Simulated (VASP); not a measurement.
Crystal: CdSe.

```xyz
2
Lattice="4.4703 0.0000 0.0000 -2.2352 3.8714 0.0000 0.0000 0.0000 4.9079" Properties=species:S:1:pos:R:3 pbc="T T T"
Cd    0.0000    0.0000    2.4540
Se    0.0000    0.0000    0.0000
```

The cell was generated, and may not be a known phase.

* Program: VASP 6.6.1
* Task: relaxation of cell and atoms
* Functional: PBE
* Potentials or basis: VASP PAW PBE potentials, release 64 (Cd, Se)
* Cutoff: 600 eV
* k mesh: 12 × 12 × 12
* Occupations: gaussian, width 0.1 eV
* Spin: no spin polarisation

At the start: pressure 0.1 GPa; volume 42.47 Å³/atom.

Problem. How do energy, volume and symmetry change on relaxing?

Solution. Over 16 steps the energy falls by 15.4 meV/atom and the volume is 61.55 Å³/atom (+44.9 %); space group P6/mmm (No. 191, to 0.1 Å) before and after.

Step by step:
```
step  energy change (eV)  largest force (eV/Å)  pressure (GPa)  volume (Å³)
   1              0.0000                0.0000            0.11        84.94
   2             -0.0006                0.0000            0.14        85.31
   3             -0.0021                0.0000            0.22        86.43
   4             -0.0043                0.0000            0.40        88.69
   5             -0.0046                0.0000            0.81        93.23
   6             -0.0053                0.0000            0.62        91.33
   7             -0.0054                0.0000            0.62        91.40
   8             -0.0056                0.0000            0.62        91.63
   9             -0.0062                0.0000            0.61        92.07
  10             -0.0073                0.0000            0.59        92.96
  11             -0.0095                0.0000            0.57        94.76
  12             -0.0136                0.0000            0.52        98.41
  13             -0.0210                0.0000            0.44       105.89
  14             -0.0274                0.0000            0.38       121.63
  15             -0.0307                0.0000           -0.04       123.24
  16             -0.0307                0.0000            0.00       123.09
```

Final structure:
```xyz
2
Lattice="5.4235 0.0000 0.0000 -2.7117 4.6968 0.0000 0.0000 0.0000 4.8322" Properties=species:S:1:pos:R:3 pbc="T T T"
Cd    0.0000    0.0000    2.4161
Se    0.0000    0.0000    0.0000
```

Caveat: the volume moved by over 15 % at a fixed basis, so the end points are rough.
